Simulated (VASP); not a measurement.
# Bi2Se3 (R-3m) in VASP: a run that goes wrong, beside a sound one

Two runs on Bi2Se3: the first has a flaw, the second is sound.

Program: VASP 6.6.1. These are calculated values, not measurements. Logs are shortened: lines on timing, memory, paths and dates and some standing lists are left out, and cuts for length are marked.

**1. The cell of the first run**

Symmetry: R-3m, No. 166, trigonal system. The conventional cell has a = 4.143 Å, b = 4.143 Å, c = 28.636 Å, α = 90.00°, β = 90.00°, γ = 120.00°. Within 3.8 Å of Bi (site symmetry 3m) lie 6 Se at 2.85 to 3.07 Å. Within 3.8 Å of Se (site symmetry 3m) lie 3 Bi at 2.85 Å and 3 Se at 3.52 Å. Se (site symmetry -3m) has 6 Bi at 3.07 Å and 12 Se at 4.14 to 4.23 Å within 4.3 Å.

**2. A run with an altered input**

INCAR

```
  GGA = CX
  LUSE_VDW = T
  AGGAC = 0.0
  ISMEAR = -5
  SIGMA = 0.03
  LWAVE = F
  LCHARG = F
  ISIF = 2
  PREC = Accurate
  LASPH = T
  LREAL = F
  ALGO = Normal
  EDIFF = 1E-6
  NELM = 89
  GGA_COMPAT = F
  ENCUT = 320
  EFERMI = MIDGAP
  NBANDS = 37
  ADDGRID = F
```

KPOINTS

```
Automatic mesh
0
Gamma
  1 1 1
  0 0 0
```

POSCAR

```
Bi2Se3
1.0
    2.0715000000      1.1959810826      9.5453333333
   -2.0715000000      1.1959810826      9.5453333333
    0.0000000000     -2.3919621653      9.5453333333
Bi Se
2 3
Direct
    0.5992000000      0.5992000000      0.5992000000
    0.4008000000      0.4008000000      0.4008000000
    0.7883000000      0.7883000000      0.7883000000
    0.2117000000      0.2117000000      0.2117000000
    0.0000000000      0.0000000000      0.0000000000
```

Potentials or basis: VASP PAW PBE potentials, release 64 (Bi_d, Se).

On the command line:

```
cat potpaw_PBE.64/Bi_d/POTCAR potpaw_PBE.64/Se/POTCAR > POTCAR
mpirun -np 4 vasp_std > vasp.out
```

OUTCAR:

```text
GGA = CX
   ISMEAR = -5
   ISIF = 2
   PREC = Accurate
   LASPH = T
   LREAL = F
   EDIFF = 1E-6
   NELM = 89
   ENCUT = 320
   EFERMI = MIDGAP

|       ---->  I REFUSE TO CONTINUE WITH THIS SICK JOB ... BYE!!! <----       |
|                                                                             |
 -----------------------------------------------------------------------------
```

On the terminal:

```text
POSCAR found type information on POSCAR BiSe
 POSCAR found :  2 types and       5 ions
 scaLAPACK will be used
[... 39 lines left out ...]
1
1
1
1
```

stdout:

```text
POSCAR found type information on POSCAR BiSe
 POSCAR found :  2 types and       5 ions
 scaLAPACK will be used
 -----------------------------------------------------------------------------
|                                                                             |
|                                                                             |
|     You have switched on vdW-DFT.                                           |
[... 30 lines left out ...]
|                                                                             |
|       ---->  I REFUSE TO CONTINUE WITH THIS SICK JOB ... BYE!!! <----       |
|                                                                             |
 -----------------------------------------------------------------------------

1
1
1
1
```

Run time: 3.6 s. Hardware: 4 MPI ranks of Intel Xeon 6975P-C (Granite Rapids), shared host.

The program refused the input. The fault, put in on purpose: tetrahedra on too few k points (ISMEAR = -5; KPAR = left out; k = 1 × 1 × 1).

**3. Single point, vdW-DF-cx**

Changes to INCAR since step 2:

```diff
@@ -3,3 +3,3 @@
   AGGAC = 0.0
-  ISMEAR = -5
+  ISMEAR = 0
   SIGMA = 0.03
@@ -13,3 +13,3 @@
   EDIFF = 1E-6
-  NELM = 89
+  NELM = 120
   GGA_COMPAT = F
@@ -17,2 +17,3 @@
   EFERMI = MIDGAP
+  KPAR = 4
   NBANDS = 37
```

KPOINTS

```
Automatic mesh
0
Gamma
  6 6 6
  0 0 0
```

POSCAR is that of step 2.

Potentials or basis: VASP PAW PBE potentials, release 64 (Bi_d, Se).

On the command line:

```
cat potpaw_PBE.64/Bi_d/POTCAR potpaw_PBE.64/Se/POTCAR > POTCAR
mpirun -np 4 vasp_std > vasp.out
```

It took 5.4 min on 4 MPI ranks of Intel Xeon 6975P-C (Granite Rapids), shared host; peak memory 1.5 GiB.

It converged, with:

| Property | Result |
| --- | --- |
| Free energy | -9.3281 eV |
| Pressure | 0.0 GPa |
| Largest force | 0.229 eV/Å |
| Band gap on the k mesh | 0.17 eV |

Forces in eV/Å, atoms in the order of the input:
```
Bi   0.000  0.000  0.229
Bi   0.000  0.000 -0.229
Se   0.000  0.000  0.213
Se   0.000  0.000 -0.213
Se   0.000  0.000  0.000
```

Stress tensor (GPa, compression positive):
```
-0.07  0.00  0.00
 0.00 -0.07  0.00
 0.00  0.00  0.08
```

Levels at points of the mesh, in eV from the valence-band top:
```csv
k point,band 22,band 23,band 24,band 25,band 26,band 27
"(0.00, 0.00, 0.00)",-1.19,-1.19,0.00,0.17,1.36,1.36
"(0.50, 0.00, 0.00)",-2.15,-1.22,-0.56,0.80,1.90,2.93
"(0.50, 0.50, 0.00)",-1.88,-1.62,-1.00,1.31,1.92,2.57
"(0.50, 0.50, 0.50)",-1.36,-1.36,-0.45,0.60,1.67,1.67
```

Caveat: the PAW data sets were made with another functional, which shifts forces and pressure a little; spin-orbit coupling is left out, which moves the levels of the heavy elements. A k mesh can miss the band edges.
